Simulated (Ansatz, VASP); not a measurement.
# Al: VASP beside Ansatz

```
Al
1.0
     0.00000    2.02047    2.02047
     2.02047    0.00000    2.02047
     2.02047    2.02047    0.00000
Al
1
Direct
  0.00000 0.00000 0.00000
```

Alike in both runs: functional PBE; k mesh 18 × 18 × 18; occupations gaussian, width 0.1 eV; no spin polarisation.

Ansatz relaxed the structure, and its values are those at the end. VASP's run is a single point on that final structure, the one shown.

```csv
,VASP,Ansatz
version,VASP 6.6.1,Ansatz 0.2.0
potentials or method,"VASP PAW PBE potentials, release 64 (Al), cutoff 520 eV","scalar-relativistic, plane waves, PAW"
valence electrons in the cell,3,3
```

```csv
,VASP,Ansatz,Ansatz less VASP
gap on the k mesh at the Fermi level (eV),none,none,-
pressure (GPa),0.0,0.0,+0.01
```

A gap of «none» marks a metal or a gap that the smearing closes.
